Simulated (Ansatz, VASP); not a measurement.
One calculation of LiNbO3, two programs

File INCAR:

```
PREC = Accurate
ENCUT = 600
EDIFF = 1E-7
ISMEAR = 0
SIGMA = 0.02
LREAL = F
LASPH = T
NELM = 60
ALGO = Normal
ISIF = 3
LWAVE = F
LCHARG = F
GGA = PE
IBRION = 2
NSW = 100
EDIFFG = -0.005
```

The input KPOINTS:

```
Automatic mesh
0
Gamma
  6 6 6
```

The input POSCAR:

```
LiNbO3
1.0
    2.6111696024      1.5075594729      4.5977849580
   -2.6111696024      1.5075594729      4.5977849580
    0.0000000000     -3.0151189457      4.5977849580
Li Nb O
2 2 6
Direct
    0.2500000000      0.2500000000      0.2500000000
    0.7500000000      0.7500000000      0.7500000000
    0.0000000000      0.0000000000      0.0000000000
    0.5000000000      0.5000000000      0.5000000000
    0.1303003399      0.3696996601      0.7500000000
    0.7500000000      0.1303003399      0.3696996601
    0.3696996601      0.7500000000      0.1303003399
    0.2500000000      0.8696996601      0.6303003399
    0.8696996601      0.6303003399      0.2500000000
    0.6303003399      0.2500000000      0.8696996601
```

Input for Ansatz:

```yaml
crystal:
  lattice:
    - [2.6111696024, 1.5075594729, 4.597784958]
    - [-2.6111696024, 1.5075594729, 4.597784958]
    - [0.0, -3.0151189457, 4.597784958]
  atoms:
    - { symbol: Li, position: [0.25, 0.25, 0.25] }
    - { symbol: Li, position: [0.75, 0.75, 0.75] }
    - { symbol: Nb, position: [0.0, 0.0, 0.0] }
    - { symbol: Nb, position: [0.5, 0.5, 0.5] }
    - { symbol: O, position: [0.1303003399, 0.3696996601, 0.75] }
    - { symbol: O, position: [0.75, 0.1303003399, 0.3696996601] }
    - { symbol: O, position: [0.3696996601, 0.75, 0.1303003399] }
    - { symbol: O, position: [0.25, 0.8696996601, 0.6303003399] }
    - { symbol: O, position: [0.8696996601, 0.6303003399, 0.25] }
    - { symbol: O, position: [0.6303003399, 0.25, 0.8696996601] }
basis:
  ecutwfc: 420
kpoints:
  mp_grid: { grid: [6, 6, 6] }
hamiltonian:
  xc: pbe
scf:
  occupations: { method: gaussian, width: 0.02 }
output:
  forces: true
  stress: true
  eigenvalues: true
relax:
  adjacent_minimum: "off"
  f_tol: 0.005
  max_steps: 80
  cell: { stress_tol: 0.05 }
```

Alike in both runs: task relaxation of cell and atoms; functional PBE; k mesh 6 × 6 × 6; occupations gaussian, width 0.02 eV; no spin polarisation.

```csv
,VASP,Ansatz
version,VASP 6.6.1,Ansatz 0.2.0
potentials or method,"VASP PAW PBE potentials, release 64 (Li_sv, Nb_sv, O), cutoff 600 eV","scalar-relativistic, plane waves, PAW"
valence electrons in the cell,68,68
```

|  | VASP | Ansatz | Ansatz less VASP |
| --- | --- | --- | --- |
| gap on the k mesh at the Fermi level, each at its own relaxed structure (eV) | 2.50 | 2.51 | +0.007 |
| relaxed volume (Å³/atom) | 10.83 | 10.86 | +0.026 |
| relaxed cell length with the largest relative difference (Å) | 5.494 | 5.498 | +0.0046 |

Noted on VASP's run: the cutoff is short for stress, so the pressure is rough.
